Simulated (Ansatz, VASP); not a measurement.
Two plane-wave programs on SnSe2

```
Sn Se
1.0
     5.26719    0.00000    0.00000
     0.00000    5.26719    0.00000
     0.00000    0.00000    6.04811
Sn Se
1 2
Direct
  0.00000 0.00000 0.50000
  0.50000 0.00000 0.50000
  0.00000 0.50000 0.50000
```

Alike in both runs: functional PBE; k mesh 10 × 10 × 8; occupations gaussian, width 0.1 eV; no spin polarisation.

Ansatz relaxed the structure, and its values are those at the end. VASP's run is a single point on that final structure, the one shown.

|  | VASP | Ansatz |
| --- | --- | --- |
| version | VASP 6.6.1 | Ansatz 0.2.0 |
| potentials or method | VASP PAW PBE potentials, release 64 (Sn_d, Se), cutoff 520 eV | scalar-relativistic, plane waves, PAW |
| valence electrons in the cell | 26 | 46 |

|  | VASP | Ansatz | Ansatz less VASP |
| --- | --- | --- | --- |
| gap on the k mesh at the Fermi level (eV) | none | none | - |
| pressure (GPa) | 0.0 | 0.0 | -0.01 |

A gap of «none» marks a metal or a gap that the smearing closes. VASP's potentials hold 26 valence electrons a cell and Ansatz's 46, so a difference there can come from the potentials and not from the codes. Ansatz's warnings: xc potential rough in thin density.
